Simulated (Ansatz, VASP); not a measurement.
## Two plane-wave programs on AlN

```
Al N
1.0
     3.13024    0.00000    0.00000
    -1.56512    2.71087    0.00000
     0.00000    0.00000    5.01798
Al N
2 2
Cartesian
  0.0823 1.8547 0.0399
  1.6474 0.9511 2.5489
  0.0000 1.8072 1.9232
  1.5651 0.9036 4.4322
```

Change from the starting cell: all Al atoms moved -0.100 Å, as atom 1 towards its neighbour atom 4 (N) at 1.902 Å.

Alike in both runs: task single point; functional PBE; k mesh 12 × 12 × 6; occupations gaussian, width 0.05 eV; no spin polarisation.

|  | VASP | Ansatz |
| --- | --- | --- |
| version | VASP 6.6.1 | Ansatz 0.2.0 |
| potentials or method | VASP PAW PBE potentials, release 64 (Al, N), cutoff 520 eV | scalar-relativistic, plane waves, PAW |
| valence electrons in the cell | 16 | 16 |

Ansatz gave:

```
gap on the k mesh at the Fermi level (eV)                     : 3.97
least direct gap on the mesh (eV)                             : 3.97
pressure (GPa)                                                : 1.2
traceless stress, the component that is largest in VASP (GPa) : -3.15
rms of the force components (eV/Å)                            : 0.761
```

Q: Which values does VASP return?

A: gap on the k mesh at the Fermi level (eV): 3.98; least direct gap on the mesh (eV): 3.98; pressure (GPa): 0.9; traceless stress, the component that is largest in VASP (GPa): -3.16; rms of the force components (eV/Å): 0.763.

Atom by atom the forces differ by 0.002 eV/Å (rms over components). The functional is the same, so the differences come from potentials, cutoffs and numerics.
